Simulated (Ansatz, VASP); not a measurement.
# Two plane-wave programs on Si3As

```
CELL_PARAMETERS angstrom
3.65735 2.11157 2.91671
-3.65735 2.11157 2.91671
0.00000 -4.22315 2.91671
ATOMIC_POSITIONS crystal
Si 0.75284 0.28901 0.75284
Si 0.75284 0.75284 0.28901
Si 0.28901 0.75284 0.75284
Si 0.24716 0.71099 0.24716
Si 0.71099 0.24716 0.24716
Si 0.24716 0.24716 0.71099
As 0.21826 0.21826 0.21826
As 0.78174 0.78174 0.78174
```

Alike in both runs: functional PBE; k mesh 3 × 3 × 3; occupations gaussian, width 0.1 eV; no spin polarisation.

Ansatz relaxed the structure, and its values are those at the end. VASP's run is a single point on that final structure, the one shown.

|  | VASP | Ansatz |
| --- | --- | --- |
| version | VASP 6.6.1 | Ansatz 0.2.0 |
| potentials or method | VASP PAW PBE potentials, release 64 (Si, As), cutoff 520 eV | scalar-relativistic, plane waves, PAW |
| valence electrons in the cell | 34 | 54 |

Ansatz gave:

| Quantity | Value |
| --- | --- |
| gap on the k mesh at the Fermi level (eV) | none |
| pressure (GPa) | -0.1 |
| rms of the force components (eV/Å) | 0.002 |

**Question.** Estimate VASP's values.

**Answer.** gap on the k mesh at the Fermi level (eV): none; pressure (GPa): 0.0; rms of the force components (eV/Å): 0.006.

A gap of «none» marks a metal or a gap that the smearing closes. VASP's potentials hold 34 valence electrons a cell and Ansatz's 54, so a difference there can come from the potentials and not from the codes.

The k mesh is coarse, so the values compare programs but aren't converged.
